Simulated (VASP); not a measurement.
# Be (Im-3m) in VASP: a series of runs, part 2 of 3

VASP 6.6.1. The steps go on from the part before.

### Step 4. Electric field gradients, PBEsol (volume scaled by 1.02)

The input, INCAR:

```
PREC = Accurate ; ENCUT = 520
EDIFF = 1E-8 ; ISMEAR = -1
SIGMA = 0.03 ; LREAL = F
LASPH = T ; NELM = 80
ALGO = Normal ; ISIF = 2
LWAVE = F ; LCHARG = F
GGA = PS ; LEFG = T
NBANDS = 7
```

The input, KPOINTS:

```
regular mesh
0
Gamma
  23 23 23
```

The input, POSCAR:

```
Be
1.0
   -1.2614200074      1.2614200074      1.2614200074
    1.2614200074     -1.2614200074      1.2614200074
    1.2614200074      1.2614200074     -1.2614200074
Be
1
Direct
    0.0000000000      0.0000000000      0.0000000000
```

Potentials or basis: VASP PAW PBE potentials, release 64 (Be).

On the command line:

```console
$ cat potpaw_PBE.64/Be/POTCAR > POTCAR
$ mpirun -np 1 vasp_std > vasp.out
```

OUTCAR:

```text
PREC = Accurate
   ENCUT = 520
   EDIFF = 1E-8
   ISMEAR = -1
   LREAL = F
   LASPH = T
   NELM = 80
   ISIF = 2
   GGA = PS

 ion  position               nearest neighbor table
   1  0.000  0.000  0.000-

  LATTYP: Found a body centered cubic cell.
 ALAT       =     2.5228400148

  Lattice vectors:

 A1 = (  -1.2614200074,   1.2614200074,   1.2614200074)
 A2 = (   1.2614200074,  -1.2614200074,   1.2614200074)
 A3 = (   1.2614200074,   1.2614200074,  -1.2614200074)

Analysis of symmetry for initial positions (statically):
=====================================================================
 Subroutine PRICEL returns:
 Original cell was already a primitive cell.

 Routine SETGRP: Setting up the symmetry group for a
 body centered cubic supercell.

 Subroutine GETGRP returns: Found 48 space group operations
 (whereof 48 operations were pure point group operations)
 out of a pool of 48 trial point group operations.

The static configuration has the point symmetry O_h .

Analysis of symmetry for dynamics (positions and initial velocities):
=====================================================================
 Subroutine PRICEL returns:
 Original cell was already a primitive cell.

 Routine SETGRP: Setting up the symmetry group for a
 body centered cubic supercell.

 Subroutine GETGRP returns: Found 48 space group operations
 (whereof 48 operations were pure point group operations)
 out of a pool of 48 trial point group operations.

The dynamic configuration has the point symmetry O_h .

 Subroutine INISYM returns: Found 48 space group operations
 (whereof 48 operations are pure point group operations),
 and found     1 'primitive' translations

----------------------------------------------------------------------------------------

                                     Primitive cell

  volume of cell :       8.0286

  direct lattice vectors                    reciprocal lattice vectors
    -1.261420007  1.261420007  1.261420007     0.000000000  0.396378682  0.396378682
     1.261420007 -1.261420007  1.261420007     0.396378682  0.000000000  0.396378682
     1.261420007  1.261420007 -1.261420007     0.396378682  0.396378682  0.000000000

  length of vectors
     2.184843543  2.184843543  2.184843543     0.560564108  0.560564108  0.560564108

  position of ions in fractional coordinates (direct lattice)
     0.000000000  0.000000000  0.000000000

  ion indices of the primitive-cell ions
   primitive index   ion index
                 1           1

----------------------------------------------------------------------------------------

 KPOINTS: regular mesh

Automatic generation of k-mesh.
 Grid dimensions read from file:
 generate k-points for:   23   23   23

 Generating k-lattice:

  Cartesian coordinates                     Fractional coordinates (reciprocal lattice)
[... 58 lines left out ...]
   ENCUT  =  520.0 eV  38.22 Ry    6.18 a.u.   4.06  4.06  4.06*2*pi/ulx,y,z
   NELM   =     80;   NELMIN=  2; NELMDL= -5     # of ELM steps
   EDIFF  = 0.1E-07   stopping-criterion for ELM
   LREAL  =      F    real-space projection
   EDIFFG = 0.1E-06   stopping-criterion for IOM
   NSW    =      0    number of steps for IOM
   IBRION =     -1    ionic relax: 0-MD 1-quasi-New 2-CG
   NFREE  =      0    steps in history (QN), initial steepest desc. (CG)
   ISIF   =      2    stress and relaxation
   ISYM   =      2    0-nonsym 1-usesym 2-fastsym
   POTIM  = 0.5000    time-step for ionic-motion
   TEBEG  =    0.0;   TEEND  =   0.0 temperature during run
   PSTRESS=    0.0 pullay stress
   NELECT =       2.0000    total number of electrons
   NUPDOWN=      -1.0000    fix difference up-down
   EMIN   =  10.00;   EMAX   =-10.00  energy-range for DOS
   EFERMI =   0.00;   METHOD = LEGACY
   ISMEAR =    -1;   SIGMA  =   0.03  broadening in eV -4-tet -1-fermi 0-gaus
   EFERMI_NEDOS =   21; number of points for ismear=-14 and -15
   IALGO  =     38    algorithm
   IMIX   =      4    mixing-type and parameters
     AMIX     =   0.40;   BMIX     =  1.00
     AMIX_MAG =   1.60;   BMIX_MAG =  1.00
  volume/ion in A,a.u.               =       8.03        54.18
  Fermi-wavevector in a.u.,A,eV,Ry     =   1.030082  1.946573 14.436718  1.061069
  Thomas-Fermi vector in A             =   2.164162
   LORBIT       =      0    0 simple, 1 ext, 2 COOP (PROOUT), +10 PAW based schemes
   GGA     = PS    functional components
   LHFCALC =     F    Hartree Fock is set to
   AEXX    =    0.0000 exact exchange contribution
   IVDW    =     0    specifies the selected vdW correction
   LEPSILON=     F    determine dielectric tensor
   LRPA    =     F    only Hartree local field effects (RPA)
 non-spin polarized calculation
  energy-cutoff  :      520.00
  volume of cell :        8.03
 maximum number of plane-waves:       236
   NGX =  9   NGY =  9   NGZ =  9

 number of electron       2.0000000 magnetization

 Free energy of the ion-electron system (eV)
  ---------------------------------------------------
  ext. energy  EPLUGINS =         0.00000000
  ---------------------------------------------------
  free energy    TOTEN  =        -3.89597877 eV

  energy without entropy =       -3.89538779  energy(sigma->0) =       -3.89568328

 E-fermi :   7.7746     XC(G=0): -10.5633

 val. band max:        7.7328697108   @ k =   0.3043   0.2609   0.0870
 cond. band min:       7.8098937378   @ k =  -0.4348   0.4348   0.3913
 fundamental gap:      0.0770240269
 Fermi energy:         7.7746455712

 k-point     1 :       0.0000    0.0000    0.0000
  band No.  band energies     occupation
      1      -4.3688      2.00000
      2      26.7773      0.00000
      3      26.7773      0.00000
      4      26.7773      0.00000
      5      38.0589      0.00000
      6      38.0589      0.00000
      7      38.0589      0.00000
[... 221 lines left out ...]
 k-point    24 :       0.0870    0.0870    0.0000
  band No.  band energies     occupation
      1      -3.5799      2.00000
      2      23.6480      0.00000
      3      23.8441      0.00000
      4      25.4861      0.00000
      5      33.5311      0.00000
      6      34.0822      0.00000
      7      38.2267      0.00000

 [... further k-points ...]
[... 5 lines left out ...]
  --------------------------------------------------------------------------------------
  -------------------------------------------------------------------------------------
  Total       -0.1954797     -0.1954797     -0.1954797      0.0000000      0.0000000      0.0000000
  in kB      -39.0097522    -39.0097522    -39.0097522      0.0000000      0.0000000      0.0000000
  external PRESSURE =     -39.0097522 kB  Pullay stress =       0.0000000 kB

 VOLUME and BASIS-vectors are now :
 -----------------------------------------------------------------------------
  energy-cutoff  :      520.00
  volume of cell :        8.03
      direct lattice vectors                 reciprocal lattice vectors
    -1.261420007  1.261420007  1.261420007     0.000000000  0.396378682  0.396378682
     1.261420007 -1.261420007  1.261420007     0.396378682  0.000000000  0.396378682
     1.261420007  1.261420007 -1.261420007     0.396378682  0.396378682  0.000000000

 POSITION                                       TOTAL-FORCE (eV/Angst)
 -----------------------------------------------------------------------------------
      0.00000      0.00000      0.00000         0.000000     -0.000000      0.000000
 -----------------------------------------------------------------------------------
    total drift:                                0.000000     -0.000000      0.000000

  FREE ENERGIE OF THE ION-ELECTRON SYSTEM (eV)
  ---------------------------------------------------
  free  energy   TOTEN  =        -3.8959787707 eV

  energy  without entropy=       -3.8953877925  energy(sigma->0) =       -3.89568328

 Electric field gradients (V/A^2)
---------------------------------------------------------------------
 ion       V_xx      V_yy      V_zz      V_xy      V_xz      V_yz
---------------------------------------------------------------------
   1       0.000     0.000    -0.000     0.000     0.000     0.000
---------------------------------------------------------------------

 Electric field gradients after diagonalization (V/A^2)
 (convention: |V_zz| > |V_xx| > |V_yy|)
----------------------------------------------------------------------
 ion       V_xx      V_yy      V_zz     asymmetry (V_yy - V_xx)/ V_zz
----------------------------------------------------------------------
   1      -0.000    -0.000     0.000       0.000
----------------------------------------------------------------------

           NMR quadrupolar parameters

 Cq : quadrupolar parameter    Cq=e*Q*V_zz/h
 eta: asymmetry parameters     (V_yy - V_xx)/ V_zz
 Q  : nuclear electric quadrupole moment in mb (millibarn)
----------------------------------------------------------------------
 ion       Cq(MHz)       eta       Q (mb)
----------------------------------------------------------------------
   1       0.000       0.000       1.000
----------------------------------------------------------------------
```

OSZICAR:

```text
N       E                     dE             d eps       ncg     rms          rms(c)
DAV:   1    -0.265155833613E+01   -0.26516E+01   -0.11436E+03  5397   0.235E+02
DAV:   2    -0.390695778111E+01   -0.12554E+01   -0.11942E+01  7182   0.249E+01
DAV:   3    -0.390876412865E+01   -0.18063E-02   -0.18050E-02  5789   0.866E-01
DAV:   4    -0.390876445238E+01   -0.32373E-06   -0.32377E-06  7784   0.122E-02
DAV:   5    -0.390876445190E+01    0.47945E-09   -0.19754E-10  5810   0.389E-05    0.791E-01
DAV:   6    -0.389966886426E+01    0.90956E-02   -0.57036E-04  5628   0.260E-01    0.482E-01
DAV:   7    -0.389598568675E+01    0.36832E-02   -0.62507E-04  5390   0.267E-01    0.163E-02
DAV:   8    -0.389597826000E+01    0.74267E-05   -0.15257E-06  6076   0.117E-02    0.308E-03
DAV:   9    -0.389597880341E+01   -0.54341E-06   -0.14813E-07  6279   0.220E-03    0.111E-04
DAV:  10    -0.389597878597E+01    0.17438E-07   -0.17172E-10  5376   0.127E-04    0.482E-05
DAV:  11    -0.389597877105E+01    0.14924E-07   -0.76384E-11  3136   0.930E-05    0.231E-06
DAV:  12    -0.389597877075E+01    0.30020E-09   -0.12174E-12  2716   0.917E-06
   1 F= -.38959788E+01 E0= -.38956833E+01  d E =-.590978E-03
```

Run time: 6.7 s. Hardware: 1 thread of Intel Xeon 6975P-C, shared host; peak memory 0.12 GiB.

Results:

```yaml
Free_energy: -3.8960 eV
Pressure: -3.9 GPa
Band_gap_on_the_k_mesh: zero (band 1 reaches 11.21 eV, above the bottom of band 2 at 6.44 eV)
```

Caveat: without QUAD_EFG the Cq values of the log hold for a quadrupole moment of 1 mb, not for the nuclei; the PAW data sets were made with another functional, which shifts forces and pressure a little.

### Step 5. Electric field gradients, PBEsol (volume scaled by 1.06)

The input, INCAR:

```
SYSTEM = Be
PREC = Accurate ; ENCUT = 520
EDIFF = 1E-8 ; ISMEAR = -1
SIGMA = 0.03 ; LREAL = .False.
LASPH = .True. ; NELM = 100
ALGO = Normal ; ISIF = 2
LWAVE = .False. ; LCHARG = .False.
GGA = PS ; LEFG = .True.
NBANDS = 7
```

The input, KPOINTS:

```
Automatic mesh
0
Gamma
  23 23 23
  0 0 0
```

The input, POSCAR:

```
Be
1.0
   -1.2776981900      1.2776981900      1.2776981900
    1.2776981900     -1.2776981900      1.2776981900
    1.2776981900      1.2776981900     -1.2776981900
Be
1
Direct
    0.0000000000      0.0000000000      0.0000000000
```

Potentials or basis: VASP PAW PBE potentials, release 64 (Be).

On the command line:

```console
$ cat potpaw_PBE.64/Be/POTCAR > POTCAR
$ mpirun -np 1 vasp_std > vasp.out
```

OUTCAR:

```text
SYSTEM = Be
   PREC = Accurate
   ENCUT = 520
   EDIFF = 1E-8
   ISMEAR = -1
   LREAL = .False.
   LASPH = .True.
   NELM = 100
   ISIF = 2
   GGA = PS

 ion  position               nearest neighbor table
   1  0.000  0.000  0.000-

  LATTYP: Found a body centered cubic cell.
 ALAT       =     2.5553963800

  Lattice vectors:

 A1 = (  -1.2776981900,   1.2776981900,   1.2776981900)
 A2 = (   1.2776981900,  -1.2776981900,   1.2776981900)
 A3 = (   1.2776981900,   1.2776981900,  -1.2776981900)

Analysis of symmetry for initial positions (statically):
=====================================================================
 Subroutine PRICEL returns:
 Original cell was already a primitive cell.

 Routine SETGRP: Setting up the symmetry group for a
 body centered cubic supercell.

 Subroutine GETGRP returns: Found 48 space group operations
 (whereof 48 operations were pure point group operations)
 out of a pool of 48 trial point group operations.

The static configuration has the point symmetry O_h .

Analysis of symmetry for dynamics (positions and initial velocities):
=====================================================================
 Subroutine PRICEL returns:
 Original cell was already a primitive cell.

 Routine SETGRP: Setting up the symmetry group for a
 body centered cubic supercell.

 Subroutine GETGRP returns: Found 48 space group operations
 (whereof 48 operations were pure point group operations)
 out of a pool of 48 trial point group operations.

The dynamic configuration has the point symmetry O_h .

 Subroutine INISYM returns: Found 48 space group operations
[... 151 lines left out ...]
      1      -4.4660      2.00000
      2      25.8605      0.00000
      3      25.8605      0.00000
      4      25.8605      0.00000
      5      36.9949      0.00000
      6      36.9949      0.00000
      7      36.9949      0.00000
[... 221 lines left out ...]
 k-point    24 :       0.0870    0.0870    0.0000
  band No.  band energies     occupation
      1      -3.6884      2.00000
      2      22.8258      0.00000
      3      23.0515      0.00000
      4      24.6259      0.00000
      5      32.5719      0.00000
      6      33.1110      0.00000
      7      37.1725      0.00000

 [... further k-points ...]

------------------------ aborting loop because EDIFF is reached ----------------------------------------

  FORCE on cell =-STRESS in cart. coord.  units (eV):
  Direction    XX          YY          ZZ          XY          YZ          ZX
  --------------------------------------------------------------------------------------
  -------------------------------------------------------------------------------------
  Total       -0.4129146     -0.4129146     -0.4129146      0.0000000     -0.0000000     -0.0000000
  in kB      -79.2913755    -79.2913755    -79.2913755      0.0000000     -0.0000000     -0.0000000
  external PRESSURE =     -79.2913755 kB  Pullay stress =       0.0000000 kB

 VOLUME and BASIS-vectors are now :
 -----------------------------------------------------------------------------
  energy-cutoff  :      520.00
  volume of cell :        8.34
      direct lattice vectors                 reciprocal lattice vectors
    -1.277698190  1.277698190  1.277698190     0.000000000  0.391328722  0.391328722
     1.277698190 -1.277698190  1.277698190     0.391328722  0.000000000  0.391328722
     1.277698190  1.277698190 -1.277698190     0.391328722  0.391328722  0.000000000

 POSITION                                       TOTAL-FORCE (eV/Angst)
 -----------------------------------------------------------------------------------
      0.00000      0.00000      0.00000        -0.000000      0.000000      0.000000
 -----------------------------------------------------------------------------------
    total drift:                               -0.000000      0.000000      0.000000

  FREE ENERGIE OF THE ION-ELECTRON SYSTEM (eV)
  ---------------------------------------------------
  free  energy   TOTEN  =        -3.8842430641 eV

  energy  without entropy=       -3.8835945651  energy(sigma->0) =       -3.88391881

 Electric field gradients (V/A^2)
---------------------------------------------------------------------
 ion       V_xx      V_yy      V_zz      V_xy      V_xz      V_yz
---------------------------------------------------------------------
   1      -0.000     0.000    -0.000     0.000     0.000     0.000
---------------------------------------------------------------------

 Electric field gradients after diagonalization (V/A^2)
 (convention: |V_zz| > |V_xx| > |V_yy|)
----------------------------------------------------------------------
 ion       V_xx      V_yy      V_zz     asymmetry (V_yy - V_xx)/ V_zz
----------------------------------------------------------------------
   1      -0.000    -0.000     0.000       0.000
----------------------------------------------------------------------

           NMR quadrupolar parameters

 Cq : quadrupolar parameter    Cq=e*Q*V_zz/h
 eta: asymmetry parameters     (V_yy - V_xx)/ V_zz
 Q  : nuclear electric quadrupole moment in mb (millibarn)
----------------------------------------------------------------------
 ion       Cq(MHz)       eta       Q (mb)
----------------------------------------------------------------------
   1       0.000       0.000       1.000
----------------------------------------------------------------------
```

stdout:

```text
POSCAR found type information on POSCAR Be
 POSCAR found :  1 types and       1 ions
 scaLAPACK will be used
 -----------------------------------------------------------------------------
|                                                                             |
|                                                                             |
|     You enforced a specific xc type in the INCAR file but a different       |
|     I HOPE YOU KNOW WHAT YOU ARE DOING!                                     |
|                                                                             |
 -----------------------------------------------------------------------------

 LDA part: xc-table for (Slater+PW92), standard interpolation
 POSCAR, INCAR and KPOINTS ok, starting setup
 FFT: planning ... GRIDC
 FFT: planning ... GRID_SOFT
 FFT: planning ... GRID
 WAVECAR not read
 entering main loop
ion   1
```

Wall time 5.7 s (1 thread of Intel Xeon 6975P-C, shared host); peak memory 0.12 GiB.

What came out:

- Free energy: -3.8842 eV
- Pressure: -7.9 GPa
- Band gap on the k mesh: zero (band 1 reaches 10.79 eV, above the bottom of band 2 at 6.17 eV)

Levels at points of the mesh, in eV from the Fermi level:
| k point | band 1 | band 2 | band 3 | band 4 |
| --- | --- | --- | --- | --- |
| (0.00, 0.00, 0.00) | -11.92 | 18.41 | 18.41 | 18.41 |

Caveat: without QUAD_EFG the Cq values of the log hold for a quadrupole moment of 1 mb, not for the nuclei; the PAW data sets were made with another functional, which shifts forces and pressure a little.

[end of part 2 of 3]
